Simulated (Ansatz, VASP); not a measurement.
**One calculation of CsSnI3, two programs**

```
CELL_PARAMETERS angstrom
6.20570 0.00000 0.00000
0.00000 6.20570 0.00000
0.00000 0.00000 6.20570
ATOMIC_POSITIONS crystal
Cs 0.00000 0.00000 0.00000
I 0.50000 0.50000 0.00000
I 0.50000 0.00000 0.50000
I 0.00000 0.50000 0.50000
Sn 0.50000 0.50000 0.50000
```

Alike in both runs: task relaxation of cell and atoms; functional RPBE; dispersion D4; k mesh 5 × 5 × 5; occupations fermi-dirac, width 0.05 eV; no spin polarisation.

|  | VASP | Ansatz |
| --- | --- | --- |
| version | VASP 6.6.1 | Ansatz 0.2.0 |
| potentials or method | VASP PAW PBE potentials, release 64 (Cs_sv, I, Sn_d) | Ansatz PAW |
| plane-wave cutoff (eV) | 600 | 420 |
| valence electrons in the cell | 44 | 74 |

|  | VASP | Ansatz | Ansatz less VASP |
| --- | --- | --- | --- |
| gap on the k mesh at the Fermi level, each at its own relaxed structure (eV) | 1.75 | 1.76 | +0.005 |
| relaxed volume (Å³/atom) | 47.65 | 47.72 | +0.074 |
| relaxed cell length with the largest relative difference (Å) | 6.199 | 6.202 | +0.0032 |

VASP's potentials were made for PBE, not for RPBE. VASP's potentials hold 44 valence electrons a cell and Ansatz's 74, so a difference there can come from the potentials and not from the codes.

Spin-orbit coupling is off throughout. Noted on Ansatz's run: odd divisions of the mesh miss points on the zone boundary, where band edges often lie, so the gap on the mesh can be too wide; the plane-wave basis is chosen anew once the cell has moved, so the energies of steps on either side of that aren't comparable.
